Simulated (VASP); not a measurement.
# K (Fm-3m) in VASP: further runs

The runs below take K through single point, with PBEsol.

Program: VASP 6.6.1. These are calculated values, not measurements. Logs are shortened: lines on timing, memory, paths and dates and some standing lists are left out, and cuts for length are marked.

**1. The cell of the first run**

It takes space group Fm-3m (No. 225, cubic). Conventional cell: a = 4.898 Å, b = 4.898 Å, c = 4.898 Å, α = 90.00°, β = 90.00°, γ = 90.00°. K (site symmetry m-3m) has 12 K at 3.46 Å within 4.6 Å.

**2. Single point, PBEsol**

INCAR reads:

```
SYSTEM = K
PREC = Accurate ; ENCUT = 520
EDIFF = 1E-7 ; ISMEAR = -1
SIGMA = 0.1 ; LREAL = .FALSE.
LASPH = .TRUE. ; NELM = 80
ALGO = Normal ; ISIF = 2
LWAVE = .FALSE. ; LCHARG = .FALSE.
GGA = PS ; NBANDS = 10
```

KPOINTS reads:

```
regular mesh
0
G
  18 18 18
  0 0 0
```

POSCAR reads:

```
K
1.0
    0.0000000000      2.4489181207      2.4489181207
    2.4489181207      0.0000000000      2.4489181207
    2.4489181207      2.4489181207      0.0000000000
K
1
Direct
    0.0000000000      0.0000000000      0.0000000000
```

Potentials or basis: VASP PAW PBE potentials, release 64 (K_sv).

On the command line:

```sh
> cat potpaw_PBE.64/K_sv/POTCAR > POTCAR
> mpirun -np 1 vasp_std > vasp.out
```

OUTCAR:

```text
SYSTEM = K
   PREC = Accurate
   ENCUT = 520
   EDIFF = 1E-7
   ISMEAR = -1
   LREAL = .FALSE.
   LASPH = .TRUE.
   NELM = 80
   ISIF = 2
   GGA = PS

 ion  position               nearest neighbor table
   1  0.000  0.000  0.000-

  LATTYP: Found a face centered cubic cell.
 ALAT       =     4.8978362414

  Lattice vectors:

 A1 = (   0.0000000000,   2.4489181207,   2.4489181207)
 A2 = (   2.4489181207,   0.0000000000,   2.4489181207)
 A3 = (   2.4489181207,   2.4489181207,   0.0000000000)

Analysis of symmetry for initial positions (statically):
=====================================================================
 Subroutine PRICEL returns:
 Original cell was already a primitive cell.

 Routine SETGRP: Setting up the symmetry group for a
 face centered cubic supercell.

 Subroutine GETGRP returns: Found 48 space group operations
 (whereof 48 operations were pure point group operations)
 out of a pool of 48 trial point group operations.

The static configuration has the point symmetry O_h .

Analysis of symmetry for dynamics (positions and initial velocities):
=====================================================================
 Subroutine PRICEL returns:
 Original cell was already a primitive cell.

 Routine SETGRP: Setting up the symmetry group for a
 face centered cubic supercell.

 Subroutine GETGRP returns: Found 48 space group operations
 (whereof 48 operations were pure point group operations)
 out of a pool of 48 trial point group operations.

The dynamic configuration has the point symmetry O_h .

 Subroutine INISYM returns: Found 48 space group operations
 (whereof 48 operations are pure point group operations),
 and found     1 'primitive' translations

----------------------------------------------------------------------------------------

                                     Primitive cell

  volume of cell :      29.3733

  direct lattice vectors                    reciprocal lattice vectors
     0.000000000  2.448918121  2.448918121    -0.204171792  0.204171792  0.204171792
     2.448918121  0.000000000  2.448918121     0.204171792 -0.204171792  0.204171792
     2.448918121  2.448918121  0.000000000     0.204171792  0.204171792 -0.204171792

  length of vectors
     3.463293219  3.463293219  3.463293219     0.353635916  0.353635916  0.353635916

  position of ions in fractional coordinates (direct lattice)
     0.000000000  0.000000000  0.000000000

  ion indices of the primitive-cell ions
[... 78 lines left out ...]
   IBRION =     -1    ionic relax: 0-MD 1-quasi-New 2-CG
   NFREE  =      0    steps in history (QN), initial steepest desc. (CG)
   ISIF   =      2    stress and relaxation
   ISYM   =      2    0-nonsym 1-usesym 2-fastsym
   POTIM  = 0.5000    time-step for ionic-motion
   TEBEG  =    0.0;   TEEND  =   0.0 temperature during run
   PSTRESS=    0.0 pullay stress
   NELECT =       9.0000    total number of electrons
   NUPDOWN=      -1.0000    fix difference up-down
   EMIN   =  10.00;   EMAX   =-10.00  energy-range for DOS
   EFERMI =   0.00;   METHOD = LEGACY
   ISMEAR =    -1;   SIGMA  =   0.10  broadening in eV -4-tet -1-fermi 0-gaus
   EFERMI_NEDOS =   21; number of points for ismear=-14 and -15
   IALGO  =     38    algorithm
   IMIX   =      4    mixing-type and parameters
     AMIX     =   0.40;   BMIX     =  1.00
     AMIX_MAG =   1.60;   BMIX_MAG =  1.00
  volume/ion in A,a.u.               =      29.37       198.22
  Fermi-wavevector in a.u.,A,eV,Ry     =   1.103667  2.085628 16.572997  1.218081
  Thomas-Fermi vector in A             =   2.240128
   LORBIT       =      0    0 simple, 1 ext, 2 COOP (PROOUT), +10 PAW based schemes
   GGA     = PS    functional components
   LHFCALC =     F    Hartree Fock is set to
   AEXX    =    0.0000 exact exchange contribution
   IVDW    =     0    specifies the selected vdW correction
   LEPSILON=     F    determine dielectric tensor
   LRPA    =     F    only Hartree local field effects (RPA)
 non-spin polarized calculation
  energy-cutoff  :      520.00
  volume of cell :       29.37
 maximum number of plane-waves:       809
 NGX is ok and might be reduce to    28
   NGX = 13   NGY = 13   NGZ = 13

 number of electron       9.0000000 magnetization

 Free energy of the ion-electron system (eV)
  ---------------------------------------------------
  ext. energy  EPLUGINS =         0.00000000
  ---------------------------------------------------
  free energy    TOTEN  =        -0.10372117 eV

  energy without entropy =       -0.07234432  energy(sigma->0) =       -0.08803275

 E-fermi :   3.0974     XC(G=0):  -8.6140

 val. band max:        3.0957833863   @ k =  -0.2778   0.2222   0.0000
 cond. band min:       3.1113192419   @ k =  -0.3333   0.1667   0.0556
 fundamental gap:      0.0155358556
 Fermi energy:         3.0973959774

 k-point     1 :       0.0000    0.0000    0.0000
  band No.  band energies     occupation
      1     -29.1727      2.00000
      2     -12.1812      2.00000
      3     -12.1812      2.00000
      4     -12.1812      2.00000
      5      -0.3453      2.00000
      6       7.6401      0.00000
      7       7.6401      0.00000
      8       7.6401      0.00000
      9       9.9892      0.00000
     10       9.9892      0.00000
[... 287 lines left out ...]
 k-point    24 :      -0.2222    0.0556    0.0000
  band No.  band energies     occupation
      1     -29.0832      2.00000
      2     -12.7504      2.00000
      3     -12.2800      2.00000
      4     -12.2303      2.00000
      5       1.1605      2.00000
      6       6.0726      0.00000
      7       7.7272      0.00000
      8       7.9527      0.00000
      9       9.4210      0.00000
     10      10.1905      0.00000

 [... further k-points ...]

------------------------ aborting loop because EDIFF is reached ----------------------------------------

  FORCE on cell =-STRESS in cart. coord.  units (eV):
  Direction    XX          YY          ZZ          XY          YZ          ZX
  --------------------------------------------------------------------------------------
  -------------------------------------------------------------------------------------
  Total        2.7541053      2.7541053      2.7541053     -0.0000000      0.0000000      0.0000000
  in kB      150.2236572    150.2236572    150.2236572     -0.0000000      0.0000000      0.0000000
  external PRESSURE =     150.2236572 kB  Pullay stress =       0.0000000 kB

 VOLUME and BASIS-vectors are now :
 -----------------------------------------------------------------------------
  energy-cutoff  :      520.00
  volume of cell :       29.37
      direct lattice vectors                 reciprocal lattice vectors
     0.000000000  2.448918121  2.448918121    -0.204171792  0.204171792  0.204171792
     2.448918121  0.000000000  2.448918121     0.204171792 -0.204171792  0.204171792
     2.448918121  2.448918121  0.000000000     0.204171792  0.204171792 -0.204171792

 POSITION                                       TOTAL-FORCE (eV/Angst)
 -----------------------------------------------------------------------------------
      0.00000      0.00000      0.00000         0.000000     -0.000000     -0.000000
 -----------------------------------------------------------------------------------
    total drift:                               -0.000000     -0.000000     -0.000000

  FREE ENERGIE OF THE ION-ELECTRON SYSTEM (eV)
  ---------------------------------------------------
  free  energy   TOTEN  =        -0.1037211724 eV

  energy  without entropy=       -0.0723443217  energy(sigma->0) =       -0.08803275
```

stdout:

```text
POSCAR found type information on POSCAR K
 POSCAR found :  1 types and       1 ions
 scaLAPACK will be used
 -----------------------------------------------------------------------------
|                                                                             |
|                                                                             |
|     You enforced a specific xc type in the INCAR file but a different       |
|     I HOPE YOU KNOW WHAT YOU ARE DOING!                                     |
|                                                                             |
 -----------------------------------------------------------------------------

 LDA part: xc-table for (Slater+PW92), standard interpolation
 POSCAR, INCAR and KPOINTS ok, starting setup
 FFT: planning ... GRIDC
 FFT: planning ... GRID_SOFT
 FFT: planning ... GRID
 WAVECAR not read
 entering main loop
```

It took 91 s on 1 thread of Oxide Virtual Turin-like, shared host; peak memory 0.16 GiB.

What came out:

* Free energy: -0.1037 eV
* Pressure: 15.0 GPa

Caveat: the PAW data sets were made with another functional, which shifts forces and pressure a little.

(Part 1 of 3 ends here.)
